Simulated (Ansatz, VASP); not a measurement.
Ir: VASP beside Ansatz

File INCAR:

```
SYSTEM = Ir
PREC = Accurate
ENCUT = 520
EDIFF = 1E-6
ISMEAR = 0
SIGMA = 0.1
LREAL = .FALSE.
LASPH = .TRUE.
NELM = 60
ALGO = Normal
ISIF = 2
LWAVE = .FALSE.
LCHARG = .TRUE.
GGA = PE
LELF = .TRUE.
LVHAR = .TRUE.
NBANDS = 10
```

File KPOINTS:

```
Automatic mesh
0
G
  8 8 8
  0 0 0
```

File POSCAR:

```
Ir
1.0
    0.0000000000      1.9156000000      1.9156000000
    1.9156000000      0.0000000000      1.9156000000
    1.9156000000      1.9156000000      0.0000000000
Ir
1
Direct
    0.0000000000      0.0000000000      0.0000000000
```

Input for Ansatz:

```yaml
crystal:
  lattice:
    - [0.0, 1.9156, 1.9156]
    - [1.9156, 0.0, 1.9156]
    - [1.9156, 1.9156, 0.0]
  atoms:
    - { symbol: Ir, position: [0.0, 0.0, 0.0] }
basis:
  ecutwfc: 420
kpoints:
  mp_grid: { grid: [8, 8, 8] }
hamiltonian:
  xc: pbe
scf:
  occupations: { method: gaussian, width: 0.1 }
output:
  forces: true
  stress: true
  eigenvalues: true
```

Alike in both runs: task single point; functional PBE; k mesh 8 × 8 × 8; occupations gaussian, width 0.1 eV; no spin polarisation.

|  | VASP | Ansatz |
| --- | --- | --- |
| version | VASP 6.6.1 | Ansatz 0.2.0 |
| potentials or method | VASP PAW PBE potentials, release 64 (Ir), cutoff 520 eV | scalar-relativistic, plane waves, PAW |
| valence electrons in the cell | 9 | 17 |

```tsv
	VASP	Ansatz	Ansatz less VASP
gap on the k mesh at the Fermi level (eV)	none	none	-
pressure (GPa)	13.7	13.0	-0.63
```

A gap of «none» marks a metal or a gap that the smearing closes. With one functional, cell and mesh, what is left measures potentials, basis and numerics. VASP's potentials hold 9 valence electrons a cell and Ansatz's 17, so a difference there can come from the potentials and not from the codes.

Neither program's run includes spin-orbit coupling.
